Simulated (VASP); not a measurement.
# BaLi2S2 (P-3m1) in VASP: notebook

The runs below take BaLi2S2 through single point, with PBE.

Program: VASP 6.6.1. These are calculated values, not measurements. Logs are shortened: lines on timing, memory, paths and dates and some standing lists are left out, and cuts for length are marked.

**1. The cell of the first run**

It takes space group P-3m1 (No. 164, trigonal). The conventional cell has a = 4.140 Å, b = 4.140 Å, c = 7.001 Å, α = 90.00°, β = 90.00°, γ = 120.00°. Within 4.2 Å of Ba (site symmetry -3m) lie 6 S at 3.07 Å and 6 Li at 3.61 Å and 6 Ba at 4.14 Å. Li (site symmetry 3m) has 4 S at 2.37 to 2.51 Å and 3 Li at 2.87 Å within 3.1 Å. Within 3.1 Å of S (site symmetry 3m) lie 4 Li at 2.37 to 2.51 Å and 3 Ba at 3.07 Å.

**2. Single point, PBE (20.79 Å³/atom)**

Input file INCAR:

```
PREC     = Accurate       # precision mode
ENCUT    = 520            # plane-wave cutoff, eV
EDIFF    = 1E-6           # SCF threshold, eV
ISMEAR   = 0              # smearing method
SIGMA    = 0.02           # smearing width, eV
LREAL    = False          # projectors in reciprocal space
LASPH    = True           # aspherical terms in the spheres
NELM     = 100            # most SCF steps
ALGO     = Normal         # electronic algorithm
ISIF     = 2              # what is computed and relaxed
LWAVE    = False          # write WAVECAR
LCHARG   = True           # write CHGCAR
GGA      = PE             # functional
LELF     = True           # ELF
LVHAR    = True         
NBANDS   = 22             # bands
```

Input file KPOINTS:

```
regular mesh
0
Gamma
  6 6 4
```

Input file POSCAR:

```
BaLi2S2
1.0
    4.1400867384      0.0000000000      0.0000000000
   -2.0700433692      3.5854202893      0.0000000000
    0.0000000000      0.0000000000      7.0012221520
Ba Li S
1 2 2
Direct
    0.0000000000      0.0000000000      0.0000000000
    0.6666666667      0.3333333333      0.6137174385
    0.3333333333      0.6666666667      0.3862825615
    0.6666666667      0.3333333333      0.2756076863
    0.3333333333      0.6666666667      0.7243923137
```

Potentials or basis: VASP PAW PBE potentials, release 64 (Ba_sv, Li_sv, S).

Run with:

```sh
$ cat potpaw_PBE.64/Ba_sv/POTCAR potpaw_PBE.64/Li_sv/POTCAR potpaw_PBE.64/S/POTCAR > POTCAR
$ mpirun -np 1 vasp_std > vasp.out
```

OUTCAR:

```text
PREC = Accurate
   ENCUT = 520
   EDIFF = 1E-6
   ISMEAR = 0
   LREAL = False
   LASPH = True
   NELM = 100
   ISIF = 2
   GGA = PE

 ion  position               nearest neighbor table
   1  0.000  0.000  0.000-   4 3.07   5 3.07   5 3.07   4 3.07   4 3.07   5 3.07   2 3.61   3 3.61
                             3 3.61   2 3.61   3 3.61   2 3.61
   2  0.667  0.333  0.614-   4 2.37   5 2.51   5 2.51   5 2.51   1 3.61   1 3.61   1 3.61
   3  0.333  0.667  0.386-   5 2.37   4 2.51   4 2.51   4 2.51   1 3.61   1 3.61   1 3.61
   4  0.667  0.333  0.276-   2 2.37   3 2.51   3 2.51   3 2.51   1 3.07   1 3.07   1 3.07
   5  0.333  0.667  0.724-   3 2.37   2 2.51   2 2.51   2 2.51   1 3.07   1 3.07   1 3.07

  LATTYP: Found a hexagonal cell.
 ALAT       =     4.1400867384
 C/A-ratio  =     1.6910810315

  Lattice vectors:

 A1 = (   4.1400867384,   0.0000000000,   0.0000000000)
 A2 = (  -2.0700433692,   3.5854202893,   0.0000000000)
 A3 = (   0.0000000000,   0.0000000000,   7.0012221520)

Analysis of symmetry for initial positions (statically):
=====================================================================
 Subroutine PRICEL returns:
 Original cell was already a primitive cell.

 Routine SETGRP: Setting up the symmetry group for a
 hexagonal supercell.

 Subroutine GETGRP returns: Found 12 space group operations
 (whereof 12 operations were pure point group operations)
 out of a pool of 24 trial point group operations.

The static configuration has the point symmetry D_3d.

Analysis of symmetry for dynamics (positions and initial velocities):
=====================================================================
 Subroutine PRICEL returns:
 Original cell was already a primitive cell.

 Routine SETGRP: Setting up the symmetry group for a
 hexagonal supercell.

 Subroutine GETGRP returns: Found 12 space group operations
 (whereof 12 operations were pure point group operations)
 out of a pool of 24 trial point group operations.

The dynamic configuration has the point symmetry D_3d.

 Subroutine INISYM returns: Found 12 space group operations
 (whereof 12 operations are pure point group operations),
 and found     1 'primitive' translations

----------------------------------------------------------------------------------------

                                     Primitive cell

  volume of cell :     103.9258

  direct lattice vectors                    reciprocal lattice vectors
     4.140086738  0.000000000  0.000000000     0.241540833  0.139453665  0.000000000
    -2.070043369  3.585420289  0.000000000     0.000000000  0.278907330  0.000000000
     0.000000000  0.000000000  7.001222152     0.000000000  0.000000000  0.142832205

  length of vectors
     4.140086738  4.140086738  7.001222152     0.278907330  0.278907330  0.142832205

  position of ions in fractional coordinates (direct lattice)
     0.000000000  0.000000000  0.000000000
     0.666666667  0.333333333  0.613717438
     0.333333333  0.666666667  0.386282562
     0.666666667  0.333333333  0.275607686
     0.333333333  0.666666667  0.724392314

  ion indices of the primitive-cell ions
   primitive index   ion index
                 1           1
                 2           2
                 3           3
                 4           4
                 5           5

----------------------------------------------------------------------------------------

 KPOINTS: regular mesh

Automatic generation of k-mesh.
 Grid dimensions read from file:
 generate k-points for:    6    6    4

 Generating k-lattice:

  Cartesian coordinates                     Fractional coordinates (reciprocal lattice)
     0.040256806  0.023242278  0.000000000     0.166666667  0.000000000  0.000000000
     0.000000000  0.046484555  0.000000000     0.000000000  0.166666667  0.000000000
     0.000000000  0.000000000  0.035708051     0.000000000  0.000000000  0.250000000

  Length of vectors
     0.046484555  0.046484555  0.035708051

  Shift w.r.t. Gamma in fractional coordinates (k-lattice)
     0.000000000  0.000000000  0.000000000

 Subroutine IBZKPT returns following result:
 ===========================================

 Found     24 irreducible k-points:

 Following reciprocal coordinates:
            Coordinates               Weight
  0.000000  0.000000  0.000000      1.000000
  0.166667  0.000000  0.000000      6.000000
  0.333333  0.000000  0.000000      6.000000
  0.500000  0.000000  0.000000      3.000000
  0.166667  0.166667  0.000000      6.000000
  0.333333  0.166667  0.000000     12.000000
[... 16 lines left out ...]
  0.333333  0.166667  0.500000     12.000000
  0.333333  0.333333  0.500000      2.000000
   k-points           NKPTS =     24   k-points in BZ     NKDIM =     24   number of bands    NBANDS=     22
   number of dos      NEDOS =    301   number of ions     NIONS =      5
   total plane-waves  NPLWV =  55296
   dimension x,y,z NGX =    32 NGY =   32 NGZ =   54
   dimension x,y,z NGXF=    64 NGYF=   64 NGZF=  108
   ions per type =               1   2   2
   NGX,Y,Z   is equivalent  to a cutoff of  12.85, 12.85, 12.82 a.u.
   NGXF,Y,Z  is equivalent  to a cutoff of  25.70, 25.70, 25.64 a.u.
 SYSTEM =  unknown system
   PREC   = accura    normal or accurate (medium, high low for compatibility)
   ISTART =      0    job   : 0-new  1-cont  2-samecut
   ICHARG =      2    charge: 1-file 2-atom 10-const
   ISPIN  =      1    spin polarized calculation?
   LNONCOLLINEAR =      F non collinear calculations
   LSORBIT =      F    spin-orbit coupling
   LASPH  =      T    aspherical Exc in radial PAW
   ENCUT  =  520.0 eV  38.22 Ry    6.18 a.u.   7.70  7.70 13.02*2*pi/ulx,y,z
   NELM   =    100;   NELMIN=  2; NELMDL= -5     # of ELM steps
   EDIFF  = 0.1E-05   stopping-criterion for ELM
   LREAL  =      F    real-space projection
   EDIFFG = 0.1E-04   stopping-criterion for IOM
   NSW    =      0    number of steps for IOM
   IBRION =     -1    ionic relax: 0-MD 1-quasi-New 2-CG
   NFREE  =      0    steps in history (QN), initial steepest desc. (CG)
   ISIF   =      2    stress and relaxation
   ISYM   =      2    0-nonsym 1-usesym 2-fastsym
   POTIM  = 0.5000    time-step for ionic-motion
   TEBEG  =    0.0;   TEEND  =   0.0 temperature during run
   PSTRESS=    0.0 pullay stress
   NELECT =      28.0000    total number of electrons
   NUPDOWN=      -1.0000    fix difference up-down
   EMIN   =  10.00;   EMAX   =-10.00  energy-range for DOS
   EFERMI =   0.00;   METHOD = LEGACY
   ISMEAR =     0;   SIGMA  =   0.02  broadening in eV -4-tet -1-fermi 0-gaus
   EFERMI_NEDOS =   21; number of points for ismear=-14 and -15
   IALGO  =     38    algorithm
   IMIX   =      4    mixing-type and parameters
     AMIX     =   0.40;   BMIX     =  1.00
     AMIX_MAG =   1.60;   BMIX_MAG =  1.00
  volume/ion in A,a.u.               =      20.79       140.27
  Fermi-wavevector in a.u.,A,eV,Ry     =   1.057352  1.998106 15.211231  1.117994
  Thomas-Fermi vector in A             =   2.192622
   LORBIT       =      0    0 simple, 1 ext, 2 COOP (PROOUT), +10 PAW based schemes
   GGA     = PE    functional components
   LHFCALC =     F    Hartree Fock is set to
   AEXX    =    0.0000 exact exchange contribution
   IVDW    =     0    specifies the selected vdW correction
   LEPSILON=     F    determine dielectric tensor
   LRPA    =     F    only Hartree local field effects (RPA)
 non-spin polarized calculation
 Gauss-broadening in eV      SIGMA  =   0.02
  energy-cutoff  :      520.00
  volume of cell :      103.93
 maximum number of plane-waves:      2822
 NGX is ok and might be reduce to    32
   NGX = 15   NGY = 15   NGZ = 27

 number of electron      28.0000008 magnetization

 Free energy of the ion-electron system (eV)
  ---------------------------------------------------
  ext. energy  EPLUGINS =         0.00000000
  ---------------------------------------------------
  free energy    TOTEN  =       -21.77295022 eV

  energy without entropy =      -21.77295022  energy(sigma->0) =      -21.77295022

 E-fermi :   2.0045     XC(G=0):  -8.8626

 val. band max:        1.8998277284   @ k =   0.0000   0.0000   0.0000
 cond. band min:       4.4583447574   @ k =   0.5000   0.0000   0.0000
 fundamental gap:      2.5585170290
 Fermi energy:         2.0044994734

 k-point     1 :       0.0000    0.0000    0.0000
  band No.  band energies     occupation
      1     -42.2255      2.00000
      2     -42.2057      2.00000
      3     -24.0638      2.00000
      4     -10.3314      2.00000
      5      -9.0569      2.00000
      6      -9.0569      2.00000
[... 14 lines left out ...]
     21       7.5977      0.00000
     22       9.4001      0.00000

 k-point     2 :       0.1667    0.0000    0.0000
  band No.  band energies     occupation
      1     -42.2242      2.00000
      2     -42.2067      2.00000
      3     -24.0426      2.00000
      4     -10.1892      2.00000
      5      -9.6490      2.00000
      6      -9.1093      2.00000
[... 14 lines left out ...]
     21       8.6771      0.00000
     22       9.1707      0.00000

 k-point     3 :       0.3333    0.0000    0.0000
  band No.  band energies     occupation
      1     -42.2210      2.00000
      2     -42.2096      2.00000
      3     -23.9995      2.00000
      4     -10.2513      2.00000
      5      -9.7349      2.00000
      6      -9.2107      2.00000
[... 14 lines left out ...]
     21       9.7288      0.00000
     22       9.9770      0.00000

 k-point     4 :       0.5000    0.0000    0.0000
  band No.  band energies     occupation
      1     -42.2185      2.00000
      2     -42.2119      2.00000
      3     -23.9777      2.00000
      4     -10.4598      2.00000
      5      -9.3839      2.00000
      6      -9.2598      2.00000
[... 14 lines left out ...]
     21       9.9371      0.00000
     22      10.1653      0.00000

 k-point     5 :       0.1667    0.1667    0.0000
  band No.  band energies     occupation
      1     -42.2220      2.00000
      2     -42.2087      2.00000
      3     -24.0104      2.00000
      4     -10.0366      2.00000
      5      -9.9452      2.00000
      6      -9.2446      2.00000
[... 14 lines left out ...]
     21       9.2336      0.00000
     22       9.6674      0.00000

 k-point     6 :       0.3333    0.1667    0.0000
  band No.  band energies     occupation
      1     -42.2185      2.00000
      2     -42.2119      2.00000
      3     -23.9777      2.00000
      4     -10.3122      2.00000
      5      -9.6551      2.00000
      6      -9.3599      2.00000
[... 14 lines left out ...]
     21       9.8081      0.00000
     22      10.4919      0.00000

 k-point     7 :       0.3333    0.3333    0.0000
  band No.  band energies     occupation
      1     -42.2152      2.00000
      2     -42.2152      2.00000
      3     -23.9668      2.00000
      4     -10.0639      2.00000
      5     -10.0639      2.00000
      6      -9.3016      2.00000
[... 324 lines left out ...]
      6      -9.2102      2.00000
[... 14 lines left out ...]
     21       9.1182      0.00000
     22      10.6345      0.00000

 k-point    21 :       0.5000    0.0000    0.5000
  band No.  band energies     occupation
      1     -42.2186      2.00000
      2     -42.2120      2.00000
      3     -23.9777      2.00000
      4     -10.4499      2.00000
      5      -9.3897      2.00000
      6      -9.2592      2.00000
[... 14 lines left out ...]
     21       9.8547      0.00000
     22      10.5213      0.00000

 k-point    22 :       0.1667    0.1667    0.5000
  band No.  band energies     occupation
      1     -42.2220      2.00000
      2     -42.2088      2.00000
      3     -24.0103      2.00000
      4     -10.0095      2.00000
      5      -9.9924      2.00000
      6      -9.2441      2.00000
[... 14 lines left out ...]
     21       9.1050      0.00000
     22      10.0526      0.00000

 k-point    23 :       0.3333    0.1667    0.5000
  band No.  band energies     occupation
      1     -42.2185      2.00000
      2     -42.2119      2.00000
      3     -23.9777      2.00000
      4     -10.3019      2.00000
      5      -9.6690      2.00000
      6      -9.3636      2.00000
[... 14 lines left out ...]
     21      10.0205      0.00000
     22      10.2181      0.00000

 k-point    24 :       0.3333    0.3333    0.5000
  band No.  band energies     occupation
      1     -42.2152      2.00000
      2     -42.2152      2.00000
      3     -23.9668      2.00000
      4     -10.0616      2.00000
      5     -10.0616      2.00000
      6      -9.3059      2.00000
[... 14 lines left out ...]
     21      10.4616      0.00000
     22      10.4616      0.00000

------------------------ aborting loop because EDIFF is reached ----------------------------------------

  FORCE on cell =-STRESS in cart. coord.  units (eV):
  Direction    XX          YY          ZZ          XY          YZ          ZX
  --------------------------------------------------------------------------------------
  -------------------------------------------------------------------------------------
  Total        3.1262509      3.1262509      3.1685872     -0.0000000      0.0000000     -0.0000000
  in kB       48.1960059     48.1960059     48.8486852     -0.0000000      0.0000000     -0.0000000
  external PRESSURE =      48.4135657 kB  Pullay stress =       0.0000000 kB

 VOLUME and BASIS-vectors are now :
 -----------------------------------------------------------------------------
  energy-cutoff  :      520.00
  volume of cell :      103.93
      direct lattice vectors                 reciprocal lattice vectors
     4.140086738  0.000000000  0.000000000     0.241540833  0.139453665  0.000000000
    -2.070043369  3.585420289  0.000000000     0.000000000  0.278907330  0.000000000
     0.000000000  0.000000000  7.001222152     0.000000000  0.000000000  0.142832205

 POSITION                                       TOTAL-FORCE (eV/Angst)
 -----------------------------------------------------------------------------------
      0.00000      0.00000      0.00000        -0.000000      0.000000      0.000000
      2.07004      1.19514      4.29677        -0.000000      0.000000      0.001578
     -0.00000      2.39028      2.70445         0.000000     -0.000000     -0.001578
      2.07004      1.19514      1.92959         0.000000     -0.000000      0.091756
     -0.00000      2.39028      5.07163        -0.000000      0.000000     -0.091756
 -----------------------------------------------------------------------------------
    total drift:                                0.000000      0.000000      0.000000

  FREE ENERGIE OF THE ION-ELECTRON SYSTEM (eV)
  ---------------------------------------------------
  free  energy   TOTEN  =       -21.7729502166 eV

  energy  without entropy=      -21.7729502166  energy(sigma->0) =      -21.77295022
```

It took 34 s on 1 thread of AMD EPYC 9R45 (Zen 5), shared host; peak memory 0.22 GiB.

What came out:

```
Free energy            : -21.7730 eV
Largest force          : 0.092 eV/Å
Band gap on the k mesh : 2.56 eV (least direct gap 2.83 eV)
```

Forces on the atoms (eV/Å):
```
Ba   0.000  0.000  0.000
Li   0.000  0.000  0.002
Li   0.000  0.000 -0.002
S    0.000  0.000  0.092
S    0.000  0.000 -0.092
```

Caveat: the cutoff is under 1.25 times the usual one of these potentials, so pressure, stress and relaxed cells hold a basis-set (Pulay) error; spin-orbit coupling is left out, which moves the levels of the heavy elements. A k mesh can miss the band edges.

(Part 1 of 2 ends here.)
